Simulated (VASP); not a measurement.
A run of VASP 6.6.1:

The input INCAR:

```
SYSTEM = SnH7
ALGO     = Normal         ! electronic algorithm
EDIFF    = 1E-6           ! SCF threshold, eV
ENCUT    = 520            ! plane-wave cutoff, eV
GGA      = PE             ! functional
ISIF     = 2              ! what is computed and relaxed
ISMEAR   = 0              ! smearing method
LASPH    = .True.         ! aspherical terms in the spheres
LCHARG   = .False.        ! write CHGCAR
LREAL    = .False.        ! projectors in reciprocal space
LWAVE    = .False.        ! write WAVECAR
NBANDS   = 20             ! bands
NELM     = 60             ! most SCF steps
PREC     = Accurate       ! precision mode
SIGMA    = 0.1            ! smearing width, eV
```

File KPOINTS:

```
k-points
0
Gamma
  4 4 4
  0 0 0
```

POSCAR

```
SnH7
1.0
    0.0000000000      3.3842059400      3.3842059400
    3.3842059400      0.0000000000      3.3842059400
    3.3842059400      3.3842059400      0.0000000000
Sn H
1 7
Direct
    0.0000000000      0.0000000000      0.0000000000
    0.5000000000      0.5000000000      0.5000000000
    0.5000000000      0.0000000000      0.0000000000
    0.5000000000      0.0000000000      0.5000000000
    0.0000000000      0.5000000000      0.5000000000
    0.0000000000      0.5000000000      0.0000000000
    0.5000000000      0.5000000000      0.0000000000
    0.0000000000      0.0000000000      0.5000000000
```

Potentials or basis: VASP PAW PBE potentials, release 64 (Sn_d, H).

Launch:

```bash
$ cat potpaw_PBE.64/Sn_d/POTCAR potpaw_PBE.64/H/POTCAR > POTCAR
$ mpirun -np 1 vasp_std > vasp.out
```

Hardware: 1 thread of Intel(R) Xeon(R) Platinum 8259CL CPU @ 2.50GHz (Skylake/Cascade Lake) (shared host).

Estimate the wall time of this run.

Wall time 15 s on 1 thread of Intel(R) Xeon(R) Platinum 8259CL CPU @ 2.50GHz (Skylake/Cascade Lake), with other jobs on the host, peak memory 0.2 GiB. Counts: scf iterations 12, k points 8.
